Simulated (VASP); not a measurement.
Write the native input for VASP 6.6.1 that does the following.

```
Task                   : single point
Functional             : PBEsol
Potentials or basis    : VASP PAW PBE potentials, release 64 (Pt)
Cutoff                 : 520 eV
k mesh                 : 13 × 13 × 13
Occupations            : fermi-dirac, width 0.1 eV
Spin                   : no spin polarisation
Dipole correction      : no
Further INCAR settings : ALGO = Normal; EDIFF = 1e-06; NBANDS = 17
```

The structure of Pt lies in POSCAR:

```
Pt
1.0
    0.0000000000      2.8463142039      2.8463142039
    2.8463142039      0.0000000000      2.8463142039
    2.8463142039      2.8463142039      0.0000000000
Pt
2
Direct
    1.0000000000      1.0000000000      1.0000000000
    0.2500000000      0.2500000000      0.2500000000
```

This isn't the form of Pt at room conditions, which is fcc.

These files were run (other wordings do the same):

INCAR

```
  PREC = Accurate
  ENCUT = 520
  EDIFF = 1E-6
  ISMEAR = -1
  SIGMA = 0.1
  LREAL = False
  LASPH = True
  NELM = 100
  ALGO = Normal
  ISIF = 2
  LWAVE = False
  LCHARG = False
  GGA = PS
  NBANDS = 17
```

KPOINTS

```
regular mesh
0
Gamma
  13 13 13
```

Potentials or basis: VASP PAW PBE potentials, release 64 (Pt).

Command:

```sh
$ cat potpaw_PBE.64/Pt/POTCAR > POTCAR
$ mpirun -np 1 vasp_std > vasp.out
```

Results of the run:

- Pressure: -0.4 GPa
- Band gap on the k mesh: zero (bands 10 and 11 overlap by 0.62 eV)

Caveat: the PAW data sets were made with another functional, which shifts forces and pressure a little; spin-orbit coupling is left out, which moves the levels of the heavy elements.

Run time: 30 s on 1 thread of AMD EPYC 9R45 96-Core Processor (Zen 5) (shared host), peak memory 0.17 GiB.
